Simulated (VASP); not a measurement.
# Ag (P6_3/mmc) in VASP: elastic constants with PBE

Aim: the elastic constants of Ag with PBE.

Program: VASP 6.6.1. These are calculated values, not measurements. Logs are shortened: lines on timing, memory, paths and dates and some standing lists are left out, and cuts for length are marked.

### Step 1. The cell of the first run

The structure is hexagonal, space group P6_3/mmc (No. 194). Conventional cell: a = 2.803 Å, b = 2.803 Å, c = 4.595 Å, α = 90.00°, β = 90.00°, γ = 120.00°. Ag (site symmetry -6m2) has 12 Ag at 2.80 to 2.81 Å within 3.7 Å.

This isn't the form of Ag at room conditions, which is fcc.

### Step 2. Elastic constants, PBE

The input, INCAR:

```
SYSTEM = Ag
  PREC = Accurate
  ENCUT = 600
  EDIFF = 1E-8
  ISMEAR = -1
  SIGMA = 0.15
  LREAL = .FALSE.
  LASPH = .TRUE.
  NELM = 80
  ALGO = Normal
  ISIF = 3
  LWAVE = .FALSE.
  LCHARG = .FALSE.
  GGA = PE
  IBRION = 6
  NFREE = 2
  POTIM = 0.015
  NSW = 1
```

The input, KPOINTS:

```
regular mesh
0
G
  18 18 10
  0 0 0
```

The input, POSCAR:

```
Ag
1.0
    2.8025743057      0.0000000000      0.0000000000
   -1.4012871529      2.4271005448      0.0000000000
    0.0000000000      0.0000000000      4.5947465447
Ag
2
Direct
    0.3333333333      0.6666666667      0.2500000000
    0.6666666667      0.3333333333      0.7500000000
```

Potentials or basis: VASP PAW PBE potentials, release 64 (Ag).

On the command line:

```bash
$ cat potpaw_PBE.64/Ag/POTCAR > POTCAR
$ mpirun -np 1 vasp_std > vasp.out
```

OUTCAR:

```text
SYSTEM = Ag
   PREC = Accurate
   ENCUT = 600
   EDIFF = 1E-8
   ISMEAR = -1
   LREAL = .FALSE.
   LASPH = .TRUE.
   NELM = 80
   ISIF = 3
   GGA = PE
   IBRION = 6
   NFREE = 2
   POTIM = 0.015
   NSW = 1

 ion  position               nearest neighbor table
   1  0.333  0.667  0.250-   2 2.81   2 2.81   2 2.81   2 2.81   2 2.81   2 2.81
   2  0.667  0.333  0.750-   1 2.81   1 2.81   1 2.81   1 2.81   1 2.81   1 2.81

  LATTYP: Found a hexagonal cell.
 ALAT       =     2.8025743057
 C/A-ratio  =     1.6394735852

  Lattice vectors:

 A1 = (   2.8025743057,   0.0000000000,   0.0000000000)
 A2 = (  -1.4012871529,   2.4271005448,   0.0000000000)
 A3 = (   0.0000000000,   0.0000000000,   4.5947465447)

Analysis of symmetry for initial positions (statically):
=====================================================================
 Subroutine PRICEL returns:
 Original cell was already a primitive cell.

 Routine SETGRP: Setting up the symmetry group for a
 hexagonal supercell.

 Subroutine GETGRP returns: Found 24 space group operations
 (whereof 12 operations were pure point group operations)
 out of a pool of 24 trial point group operations.

The static configuration has the point symmetry D_3d.
 The point group associated with its full space group is D_6h.

Analysis of symmetry for dynamics (positions and initial velocities):
=====================================================================
 Subroutine PRICEL returns:
 Original cell was already a primitive cell.

 Routine SETGRP: Setting up the symmetry group for a
 hexagonal supercell.

 Subroutine GETGRP returns: Found 24 space group operations
 (whereof 12 operations were pure point group operations)
 out of a pool of 24 trial point group operations.

The dynamic configuration has the point symmetry D_3d.
 The point group associated with its full space group is D_6h.

 Subroutine INISYM returns: Found 24 space group operations
 (whereof 12 operations are pure point group operations),
 and found     1 'primitive' translations

----------------------------------------------------------------------------------------

                                     Primitive cell

  volume of cell :      31.2541

  direct lattice vectors                    reciprocal lattice vectors
     2.802574306  0.000000000  0.000000000     0.356814803  0.206007123  0.000000000
    -1.401287153  2.427100545  0.000000000     0.000000000  0.412014246  0.000000000
     0.000000000  0.000000000  4.594746545     0.000000000  0.000000000  0.217639861

  length of vectors
     2.802574306  2.802574306  4.594746545     0.412014246  0.412014246  0.217639861

  position of ions in fractional coordinates (direct lattice)
     0.333333333  0.666666667  0.250000000
     0.666666667  0.333333333  0.750000000

  ion indices of the primitive-cell ions
   primitive index   ion index
                 1           1
                 2           2

----------------------------------------------------------------------------------------

 KPOINTS: regular mesh

Automatic generation of k-mesh.
 Grid dimensions read from file:
 generate k-points for:   18   18   10

 Generating k-lattice:

  Cartesian coordinates                     Fractional coordinates (reciprocal lattice)
[... 119 lines left out ...]
  external PRESSURE =     176.6856379 kB  Pullay stress =       0.0000000 kB
[... 89 lines left out ...]
  FREE ENERGIE OF THE ION-ELECTRON SYSTEM (eV)
  ---------------------------------------------------
  free  energy   TOTEN  =        -5.1754571623 eV

  energy  without entropy=       -5.1338567282  energy(sigma->0) =       -5.15465695

[... ionic steps 4 to 14 ...]

--------------------------------------- Ionic step       15  -------------------------------------------

 number of electron      22.0000001 magnetization

------------------------ aborting loop because EDIFF is reached ----------------------------------------
[... 67 lines left out ...]
--------------------------------------- Ionic step       17  -------------------------------------------

 number of electron      22.0000004 magnetization

 Free energy of the ion-electron system (eV)
  ---------------------------------------------------
  ext. energy  EPLUGINS =         0.00000000
  ---------------------------------------------------
  free energy    TOTEN  =        -5.23223419 eV

  energy without entropy =       -5.19096163  energy(sigma->0) =       -5.21159791

 E-fermi :   9.7238     XC(G=0): -12.7381

 val. band max:        9.7207571590   @ k =   0.3333   0.0556   0.4000
 cond. band min:       9.7302523627   @ k =   0.5000   0.0000   0.2000
 fundamental gap:      0.0094952037
 Fermi energy:         9.7237749133

 k-point     1 :       0.0000    0.0000    0.0000
  band No.  band energies     occupation
      1       1.2702      2.00000
      2       2.7139      2.00000
      3       4.5298      2.00000
      4       4.6522      2.00000
      5       4.6522      2.00000
      6       4.9289      2.00000
      7       4.9289      2.00000
      8       5.3585      2.00000
      9       5.3585      2.00000
     10       6.5212      2.00000
     11       6.5212      2.00000
     12       9.0273      1.98093
     13      13.7540      0.00000
     14      25.5966      0.00000
[... 401 lines left out ...]
      2       3.2378      2.00000
      3       3.3697      2.00000
      4       4.5175      2.00000
      5       4.8993      2.00000
      6       5.1347      2.00000
      7       5.2024      2.00000
      8       6.5076      2.00000
      9       6.6622      2.00000
     10       6.6991      2.00000
     11       9.3873      1.80807
     12      12.8161      0.00000
     13      16.8391      0.00000
     14      17.1354      0.00000
     15      19.2535      0.00000

 [... further k-points ...]

------------------------ aborting loop because EDIFF is reached ----------------------------------------

  FORCE on cell =-STRESS in cart. coord.  units (eV):
  Direction    XX          YY          ZZ          XY          YZ          ZX
  --------------------------------------------------------------------------------------
  -------------------------------------------------------------------------------------
  Total        3.4502731      3.4502731      3.4518241     -0.0000000      0.0000000     -0.0000000
  in kB      176.8713892    176.8713892    176.9509023     -0.0000000      0.0000000     -0.0000000
  external PRESSURE =     176.8978936 kB  Pullay stress =       0.0000000 kB
[... 17 lines left out ...]
  FREE ENERGIE OF THE ION-ELECTRON SYSTEM (eV)
  ---------------------------------------------------
  free  energy   TOTEN  =        -5.2322341869 eV

  energy  without entropy=       -5.1909616264  energy(sigma->0) =       -5.21159791

 INTERNAL STRAIN TENSORS FROM STRAINED CELLS
 ============================================

 INTERNAL STRAIN TENSOR FOR ION    1 for displacements in x,y,z  (eV/Angst):
          X           Y           Z          XY          YZ          ZX
  --------------------------------------------------------------------------------
  x     0.00000    -0.00000     0.00000    -1.96454    -0.00000     0.00000
  y    -1.97437     1.98978    -0.00000     0.00004     0.00004    -0.00006
  z    -0.00000     0.00000    -0.00000    -0.00000     0.00799     0.00000

 INTERNAL STRAIN TENSORS FROM DISPLACED ATOMS
 ============================================

 INTERNAL STRAIN TENSOR FOR ION    1 for displacements in x,y,z  (eV/Angst):
          X           Y           Z          XY          YZ          ZX
  --------------------------------------------------------------------------------
  x     0.00000    -0.00000    -0.00000    -1.98344     0.00000     0.00000
  y    -1.98344     1.98344     0.00000    -0.00000     0.00000     0.00000
  z     0.00000    -0.00000     0.00000     0.00000     0.00000     0.00000

 INTERNAL STRAIN TENSOR FOR ION    2 for displacements in x,y,z  (eV/Angst):
          X           Y           Z          XY          YZ          ZX
  --------------------------------------------------------------------------------
  x    -0.00000     0.00000     0.00000     1.98344     0.00000     0.00000
  y     1.98344    -1.98344     0.00000     0.00000     0.00000     0.00000
  z     0.00000     0.00000     0.00000    -0.00000     0.00000     0.00000

 Eigenvectors and eigenvalues of the dynamical matrix
 ----------------------------------------------------

   1 f  =    6.547601 THz    41.139788 2PiTHz  218.404450 cm-1    27.078688 meV
             X         Y         Z           dx          dy          dz
     -0.000000  1.618067  1.148687     0.000000    0.000000   -0.707107
      1.401287  0.809034  3.446060    -0.000000    0.000000    0.707107
[... 11 lines left out ...]
   4 f  =    0.000000 THz     0.000000 2PiTHz    0.000000 cm-1     0.000000 meV
             X         Y         Z           dx          dy          dz
     -0.000000  1.618067  1.148687    -0.000000    0.000000    0.707107
      1.401287  0.809034  3.446060     0.000000    0.000000    0.707107

   5 f/i=    0.000000 THz     0.000000 2PiTHz    0.000001 cm-1     0.000000 meV
             X         Y         Z           dx          dy          dz
     -0.000000  1.618067  1.148687     0.706862    0.018600   -0.000000
      1.401287  0.809034  3.446060     0.706862    0.018600    0.000000

   6 f/i=    0.000000 THz     0.000000 2PiTHz    0.000001 cm-1     0.000000 meV
             X         Y         Z           dx          dy          dz
     -0.000000  1.618067  1.148687    -0.018600    0.706862    0.000000
      1.401287  0.809034  3.446060    -0.018600    0.706862    0.000000

--------------------------------------------------------------------------------------------------------

 ELASTIC MODULI CONTR FROM IONIC RELAXATION (kBar)
 Direction    XX          YY          ZZ          XY          YZ          ZX
 --------------------------------------------------------------------------------
 XX        -143.2424    143.2424      0.0000      0.0000      0.0000      0.0000
 YY         143.2424   -143.2424     -0.0000      0.0000      0.0000      0.0000
 ZZ           0.0000     -0.0000     -0.0000     -0.0000      0.0000      0.0000
 XY           0.0000      0.0000     -0.0000   -143.2424      0.0000      0.0000
 YZ           0.0000      0.0000      0.0000      0.0000      0.0000      0.0000
 ZX           0.0000      0.0000      0.0000      0.0000      0.0000      0.0000
 --------------------------------------------------------------------------------

 TOTAL ELASTIC MODULI (kBar)
 Direction    XX          YY          ZZ          XY          YZ          ZX
 --------------------------------------------------------------------------------
 XX        2377.4713   1505.8270   1098.7799     -0.0000      0.0000      0.0000
 YY        1505.8270   2377.4713   1098.7799     -0.0000     -0.0000     -0.0000
 ZZ        1098.7799   1098.7799   2754.2993     -0.0000      0.0000     -0.0000
 XY          -0.0000     -0.0000     -0.0000    435.8221     -0.0000     -0.0000
 YZ           0.0000     -0.0000      0.0000     -0.0000    397.7323     -0.0000
 ZX           0.0000     -0.0000     -0.0000     -0.0000     -0.0000    397.7322
 --------------------------------------------------------------------------------
```

It took 87 min on 1 thread of Oxide Virtual Turin-like, shared host; peak memory 0.87 GiB.

What came out:

```yaml
Voigt_bulk_modulus: 166 GPa
Highest_phonon_frequency_at_Γ: 218 cm⁻¹
```

Phonon frequencies in cm⁻¹ (negative: imaginary):
| q point | frequencies |
| --- | --- |
| (0.000, 0.000, 0.000) | 0 0 0 84 84 218 |

Elastic tensor in Voigt notation (GPa, in the Cartesian axes of the cell as first typed):
```
238 151 110   0   0   0
151 238 110   0   0   0
110 110 275   0   0   0
  0   0   0  40   0   0
  0   0   0   0  40   0
  0   0   0   0   0  44
```

Clamped-ion elastic tensor (GPa):
```
252 136 110   0   0   0
136 252 110   0   0   0
110 110 275   0   0   0
  0   0   0  40   0   0
  0   0   0   0  40   0
  0   0   0   0   0  58
```

Caveat: the cell is under stress, which shifts elastic constants.
